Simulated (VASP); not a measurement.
# In: single point with BLYP+D4

The system is In.

```
CELL_PARAMETERS angstrom
3.30161 0.00000 0.00000
-1.65081 2.85928 0.00000
0.00000 0.00000 5.91261
ATOMIC_POSITIONS crystal
In 0.66667 0.33333 0.75000
In 0.33333 0.66667 0.25000
```

This isn't the form of In at room conditions, which is tetragonal.

```json
{
 "Program": "VASP 6.6.1",
 "Task": "single point",
 "Functional": "BLYP",
 "Dispersion": "D4",
 "Potentials or basis": "VASP PAW PBE potentials, release 64 (In_d)",
 "Cutoff": "520 eV",
 "k mesh": "9 × 9 × 5",
 "Occupations": "fermi-dirac, width 0.05 eV",
 "Spin": "no spin polarisation"
}
```

```
Pressure                   : 0.0 GPa
Band gap on the k mesh     : zero (bands 13 and 14 overlap by 3.45 eV)
Dispersion energy per atom : -0.619 eV
```

Levels at points of the mesh, in eV from the Fermi level:
| k point | band 10 | band 11 | band 12 | band 13 | band 14 | band 15 | band 16 | band 17 |
| --- | --- | --- | --- | --- | --- | --- | --- | --- |
| (0.00, 0.00, 0.00) | -14.46 | -9.20 | -5.39 | -3.29 | 7.82 | 8.80 | 8.80 | 10.36 |

Wall time 81 s on 1 thread of Intel Xeon 8259CL, on a shared host, peak memory 0.19 GiB.

Caveat: the PAW data sets were made with another functional, which shifts forces and pressure a little; spin-orbit coupling is left out, which moves the levels of the heavy elements.
